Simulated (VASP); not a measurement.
# TiAl (P-6m2) in VASP: a series of runs

Runs on TiAl. Level: PBEsol. Tasks: single point.

Program: VASP 6.6.1. These are calculated values, not measurements. Logs are shortened: lines on timing, memory, paths and dates and some standing lists are left out, and cuts for length are marked.

### 1 The cell of the first run

It takes space group P-6m2 (No. 187, hexagonal). Conventional cell: a = 2.848 Å, b = 2.848 Å, c = 4.620 Å, α = 90.00°, β = 90.00°, γ = 120.00°. Within 3.7 Å of Ti (site symmetry -6m2) lie 6 Al at 2.84 Å and 6 Ti at 2.85 Å. Al (site symmetry -6m2) has 6 Ti at 2.84 Å and 6 Al at 2.85 Å within 3.7 Å.

### 2 Single point, PBEsol

Contents of INCAR:

```
SYSTEM = TiAl
PREC = Accurate
ENCUT = 500
EDIFF = 1E-6
ISMEAR = 0
SIGMA = 0.15
LREAL = .FALSE.
LASPH = .TRUE.
NELM = 120
ALGO = Normal
ISIF = 2
LWAVE = .FALSE.
LCHARG = .FALSE.
GGA = PS
NBANDS = 14
GGA_COMPAT = .FALSE.
```

Contents of KPOINTS:

```
regular mesh
0
G
  24 24 14
  0 0 0
```

Contents of POSCAR:

```
TiAl
1.0
    2.8478212843      0.0000000000      0.0000000000
   -1.4239106421      2.4662855776      0.0000000000
    0.0000000000      0.0000000000      4.6199447408
Ti Al
1 1
Direct
    0.0000000000      0.0000000000      0.0000000000
    0.3333333333      0.6666666667      0.5000000000
```

Potentials or basis: VASP PAW PBE potentials, release 64 (Ti_sv, Al).

Launch:

```sh
cat potpaw_PBE.64/Ti_sv/POTCAR potpaw_PBE.64/Al/POTCAR > POTCAR
mpirun -np 1 vasp_std > vasp.out
```

OUTCAR:

```text
SYSTEM = TiAl
   PREC = Accurate
   ENCUT = 500
   EDIFF = 1E-6
   ISMEAR = 0
   LREAL = .FALSE.
   LASPH = .TRUE.
   NELM = 120
   ISIF = 2
   GGA = PS

 ion  position               nearest neighbor table
   1  0.000  0.000  0.000-   2 2.84   2 2.84   2 2.84   2 2.84   2 2.84   2 2.84
   2  0.333  0.667  0.500-   1 2.84   1 2.84   1 2.84   1 2.84   1 2.84   1 2.84

  LATTYP: Found a hexagonal cell.
 ALAT       =     2.8478212843
 C/A-ratio  =     1.6222734082

  Lattice vectors:

 A1 = (   2.8478212843,   0.0000000000,   0.0000000000)
 A2 = (  -1.4239106421,   2.4662855776,   0.0000000000)
 A3 = (   0.0000000000,   0.0000000000,   4.6199447408)

Analysis of symmetry for initial positions (statically):
=====================================================================
 Subroutine PRICEL returns:
 Original cell was already a primitive cell.

 Routine SETGRP: Setting up the symmetry group for a
 hexagonal supercell.

 Subroutine GETGRP returns: Found 12 space group operations
 (whereof 12 operations were pure point group operations)
 out of a pool of 24 trial point group operations.

The static configuration has the point symmetry D_3h.

Analysis of symmetry for dynamics (positions and initial velocities):
=====================================================================
 Subroutine PRICEL returns:
 Original cell was already a primitive cell.

 Routine SETGRP: Setting up the symmetry group for a
 hexagonal supercell.

 Subroutine GETGRP returns: Found 12 space group operations
 (whereof 12 operations were pure point group operations)
 out of a pool of 24 trial point group operations.

The dynamic configuration has the point symmetry D_3h.

 Subroutine INISYM returns: Found 12 space group operations
 (whereof 12 operations are pure point group operations),
 and found     1 'primitive' translations

----------------------------------------------------------------------------------------

                                     Primitive cell

  volume of cell :      32.4484

  direct lattice vectors                    reciprocal lattice vectors
     2.847821284  0.000000000  0.000000000     0.351145630  0.202734024  0.000000000
    -1.423910642  2.466285578  0.000000000     0.000000000  0.405468048  0.000000000
     0.000000000  0.000000000  4.619944741     0.000000000  0.000000000  0.216452805

  length of vectors
     2.847821284  2.847821284  4.619944741     0.405468048  0.405468048  0.216452805

  position of ions in fractional coordinates (direct lattice)
     0.000000000  0.000000000  0.000000000
     0.333333333  0.666666667  0.500000000

  ion indices of the primitive-cell ions
   primitive index   ion index
                 1           1
                 2           2

----------------------------------------------------------------------------------------

 KPOINTS: regular mesh

Automatic generation of k-mesh.
 Grid dimensions read from file:
 generate k-points for:   24   24   14

 Generating k-lattice:

  Cartesian coordinates                     Fractional coordinates (reciprocal lattice)
     0.014631068  0.008447251  0.000000000     0.041666667  0.000000000  0.000000000
     0.000000000  0.016894502  0.000000000     0.000000000  0.041666667  0.000000000
     0.000000000  0.000000000  0.015460915     0.000000000  0.000000000  0.071428571

  Length of vectors
     0.016894502  0.016894502  0.015460915

  Shift w.r.t. Gamma in fractional coordinates (k-lattice)
     0.000000000  0.000000000  0.000000000

 Subroutine IBZKPT returns following result:
 ===========================================

 Found    488 irreducible k-points:

 Following reciprocal coordinates:
            Coordinates               Weight
  0.000000  0.000000  0.000000      1.000000
  0.041667  0.000000  0.000000      6.000000
  0.083333  0.000000  0.000000      6.000000
  0.125000  0.000000  0.000000      6.000000
  0.166667  0.000000  0.000000      6.000000
  0.208333  0.000000  0.000000      6.000000
[... 16 lines left out ...]
  0.416667  0.041667  0.000000     12.000000
  0.458333  0.041667  0.000000     12.000000
 [... further k-points ...]
   k-points           NKPTS =    488   k-points in BZ     NKDIM =    488   number of bands    NBANDS=     14
   number of dos      NEDOS =    301   number of ions     NIONS =      2
   total plane-waves  NPLWV =  20736
   dimension x,y,z NGX =    24 NGY =   24 NGZ =   36
   dimension x,y,z NGXF=    48 NGYF=   48 NGZF=   72
   ions per type =               1   1
   NGX,Y,Z   is equivalent  to a cutoff of  14.01, 14.01, 12.95 a.u.
   NGXF,Y,Z  is equivalent  to a cutoff of  28.02, 28.02, 25.91 a.u.
 SYSTEM =  TiAl
   PREC   = accura    normal or accurate (medium, high low for compatibility)
   ISTART =      0    job   : 0-new  1-cont  2-samecut
   ICHARG =      2    charge: 1-file 2-atom 10-const
   ISPIN  =      1    spin polarized calculation?
   LNONCOLLINEAR =      F non collinear calculations
   LSORBIT =      F    spin-orbit coupling
   LASPH  =      T    aspherical Exc in radial PAW
   ENCUT  =  500.0 eV  36.75 Ry    6.06 a.u.   5.19  5.19  8.42*2*pi/ulx,y,z
   NELM   =    120;   NELMIN=  2; NELMDL= -5     # of ELM steps
   EDIFF  = 0.1E-05   stopping-criterion for ELM
   LREAL  =      F    real-space projection
   EDIFFG = 0.1E-04   stopping-criterion for IOM
   NSW    =      0    number of steps for IOM
   IBRION =     -1    ionic relax: 0-MD 1-quasi-New 2-CG
   NFREE  =      0    steps in history (QN), initial steepest desc. (CG)
   ISIF   =      2    stress and relaxation
   ISYM   =      2    0-nonsym 1-usesym 2-fastsym
   POTIM  = 0.5000    time-step for ionic-motion
   TEBEG  =    0.0;   TEEND  =   0.0 temperature during run
   PSTRESS=    0.0 pullay stress
   NELECT =      15.0000    total number of electrons
   NUPDOWN=      -1.0000    fix difference up-down
   EMIN   =  10.00;   EMAX   =-10.00  energy-range for DOS
   EFERMI =   0.00;   METHOD = LEGACY
   ISMEAR =     0;   SIGMA  =   0.15  broadening in eV -4-tet -1-fermi 0-gaus
   EFERMI_NEDOS =   21; number of points for ismear=-14 and -15
   IALGO  =     38    algorithm
   IMIX   =      4    mixing-type and parameters
     AMIX     =   0.40;   BMIX     =  1.00
     AMIX_MAG =   1.60;   BMIX_MAG =  1.00
  volume/ion in A,a.u.               =      16.22       109.49
  Fermi-wavevector in a.u.,A,eV,Ry     =   1.265827  2.392066 21.800854  1.602318
  Thomas-Fermi vector in A             =   2.399060
   LORBIT       =      0    0 simple, 1 ext, 2 COOP (PROOUT), +10 PAW based schemes
   GGA     = PS    functional components
   LHFCALC =     F    Hartree Fock is set to
   AEXX    =    0.0000 exact exchange contribution
   IVDW    =     0    specifies the selected vdW correction
   LEPSILON=     F    determine dielectric tensor
   LRPA    =     F    only Hartree local field effects (RPA)
 non-spin polarized calculation
 Gauss-broadening in eV      SIGMA  =   0.15
  energy-cutoff  :      500.00
  volume of cell :       32.45
 maximum number of plane-waves:       839
 NGX is ok and might be reduce to    24
   NGX = 11   NGY = 11   NGZ = 17

 number of electron      15.0000005 magnetization

 Free energy of the ion-electron system (eV)
  ---------------------------------------------------
  ext. energy  EPLUGINS =         0.00000000
  ---------------------------------------------------
  free energy    TOTEN  =       -12.94626666 eV

  energy without entropy =      -12.91685555  energy(sigma->0) =      -12.93156110

 E-fermi :   8.0379     XC(G=0): -11.1447

 val. band max:        8.0365420671   @ k =   0.3333   0.3333   0.3571
 cond. band min:       8.0385841410   @ k =   0.2500   0.1667   0.2857
 fundamental gap:      0.0020420740
 Fermi energy:         8.0378642556

 k-point     1 :       0.0000    0.0000    0.0000
  band No.  band energies     occupation
      1     -48.1973      2.00000
      2     -24.6255      2.00000
      3     -24.1774      2.00000
      4     -24.1774      2.00000
      5      -0.9968      2.00000
      6       5.7255      2.00000
      7       6.2474      2.00000
      8       9.3426      0.00000
      9       9.3426      0.00000
     10      10.8681      0.00000
     11      10.8681      0.00000
     12      12.1307      0.00000
     13      21.0574      0.00000
     14      21.0574      0.00000

 k-point     2 :       0.0417    0.0000    0.0000
  band No.  band energies     occupation
      1     -48.1955      2.00000
      2     -24.6237      2.00000
      3     -24.1883      2.00000
      4     -24.1798      2.00000
      5      -0.9528      2.00000
      6       5.7739      2.00000
      7       6.2512      2.00000
      8       9.2985      0.00000
      9       9.3791      0.00000
     10      10.8554      0.00000
     11      10.8785      0.00000
     12      12.1410      0.00000
     13      20.2050      0.00000
     14      20.5495      0.00000

 k-point     3 :       0.0833    0.0000    0.0000
  band No.  band energies     occupation
      1     -48.1903      2.00000
      2     -24.6186      2.00000
      3     -24.2204      2.00000
      4     -24.1870      2.00000
      5      -0.8214      2.00000
      6       5.9158      2.00000
      7       6.2625      2.00000
      8       9.1729      0.00000
      9       9.4874      0.00000
     10      10.8183      0.00000
     11      10.9107      0.00000
     12      12.1706      0.00000
     13      18.8433      0.00000
     14      19.8408      0.00000
[... 324 lines left out ...]
 k-point    23 :       0.4167    0.0417    0.0000
  band No.  band energies     occupation
      1     -48.0957      2.00000
      2     -24.7741      2.00000
      3     -24.5258      2.00000
      4     -24.3217      2.00000
      5       3.4649      2.00000
      6       6.0437      2.00000
      7       6.4636      2.00000
      8       7.1548      2.00000
      9      10.1011      0.00000
     10      11.7466      0.00000
     11      12.2097      0.00000
     12      12.2616      0.00000
     13      13.5203      0.00000
     14      15.6614      0.00000

 k-point    24 :       0.4583    0.0417    0.0000
  band No.  band energies     occupation
      1     -48.0921      2.00000
      2     -24.7941      2.00000
      3     -24.5223      2.00000
      4     -24.3266      2.00000
      5       4.1449      2.00000
      6       5.3877      2.00000
      7       6.4714      2.00000
      8       7.0520      2.00000
      9      10.0746      0.00000
     10      11.9066      0.00000
     11      12.2651      0.00000
     12      12.3709      0.00000
     13      13.6854      0.00000
     14      15.5768      0.00000

 [... further k-points ...]
[... 5 lines left out ...]
  --------------------------------------------------------------------------------------
  -------------------------------------------------------------------------------------
  Total        0.0137741      0.0137741     -0.0094040      0.0000000     -0.0000000     -0.0000000
  in kB        0.6801136      0.6801136     -0.4643345      0.0000000     -0.0000000     -0.0000000
  external PRESSURE =       0.2986309 kB  Pullay stress =       0.0000000 kB

 VOLUME and BASIS-vectors are now :
 -----------------------------------------------------------------------------
  energy-cutoff  :      500.00
  volume of cell :       32.45
      direct lattice vectors                 reciprocal lattice vectors
     2.847821284  0.000000000  0.000000000     0.351145630  0.202734024  0.000000000
    -1.423910642  2.466285578  0.000000000     0.000000000  0.405468048  0.000000000
     0.000000000  0.000000000  4.619944741     0.000000000  0.000000000  0.216452805

 POSITION                                       TOTAL-FORCE (eV/Angst)
 -----------------------------------------------------------------------------------
      0.00000      0.00000      0.00000         0.000000      0.000000      0.000000
     -0.00000      1.64419      2.30997         0.000000      0.000000      0.000000
 -----------------------------------------------------------------------------------
    total drift:                                0.000000     -0.000000      0.000000

  FREE ENERGIE OF THE ION-ELECTRON SYSTEM (eV)
  ---------------------------------------------------
  free  energy   TOTEN  =       -12.9462666587 eV

  energy  without entropy=      -12.9168555451  energy(sigma->0) =      -12.93156110
```

Run time: 1.9 min. Hardware: 1 thread of Intel Xeon Platinum 8375C at 2.90GHz (Ice Lake), shared host; peak memory 0.33 GiB.

What came out:

| Property | Result |
| --- | --- |
| Free energy | -12.9463 eV |
| Pressure | 0.0 GPa |

Caveat: the PAW data sets were made with another functional, which shifts forces and pressure a little.

### 3 Single point, PBEsol

This run uses another cell than the first one, of 16.65 Å³/atom, 1.026 times its volume.

Contents of INCAR:

```
SYSTEM = TiAl
ALGO = Normal ; EDIFF = 1E-6
ENCUT = 500 ; GGA = PS
GGA_COMPAT = .FALSE. ; ISIF = 2
ISMEAR = 0 ; LASPH = .TRUE.
LCHARG = .FALSE. ; LREAL = .FALSE.
LWAVE = .FALSE. ; NBANDS = 14
NELM = 120 ; PREC = Accurate
SIGMA = 0.1
```

Contents of KPOINTS:

```
k-points
0
G
  6 6 4
  0 0 0
```

Contents of POSCAR:

```
TiAl
1.0
    2.8672622327      0.0000000000      0.0000000000
   -1.4336311163      2.4831219328      0.0000000000
    0.0000000000      0.0000000000      4.6780830000
Ti Al
1 1
Direct
    0.0000000000      0.0000000000      0.0000000000
    0.3333333300      0.6666666700      0.5000000000
```

Potentials or basis: VASP PAW PBE potentials, release 64 (Ti_sv, Al).

Launch:

```sh
cat potpaw_PBE.64/Ti_sv/POTCAR potpaw_PBE.64/Al/POTCAR > POTCAR
mpirun -np 1 vasp_std > vasp.out
```

Run time: 8.2 s. Hardware: 1 thread of Intel Xeon Platinum 8375C at 2.90GHz (Ice Lake), shared host; peak memory 0.15 GiB.

It converged, with:

```yaml
Free_energy: -12.9400 eV
Pressure: -2.9 GPa
```

Stress tensor (GPa, compression positive):
```
-2.69  0.00  0.00
 0.00 -2.69  0.00
 0.00  0.00 -3.35
```

Levels at points of the mesh, in eV from the Fermi level:
```
           k point  band 3  band 4  band 5  band 6  band 7  band 8  band 9  band 10  band 11  band 12
(0.00, 0.00, 0.00)  -32.27  -32.27   -8.87   -2.27   -1.77    1.30    1.30     2.80     2.80     3.94
(0.50, 0.00, 0.00)  -32.58  -32.40   -3.65   -2.76   -1.49   -0.96    2.13     3.98     4.10     4.19
(0.00, 0.00, 0.50)  -32.27  -32.27   -7.97   -5.23   -0.39    1.31    1.31     2.72     2.72     6.82
(0.50, 0.00, 0.50)  -32.58  -32.40   -3.59   -2.34   -1.79    0.58    1.00     1.93     2.97     3.98
```

Caveat: the k points lie up to 0.42 Å⁻¹ apart; the PAW data sets were made with another functional, which shifts forces and pressure a little.
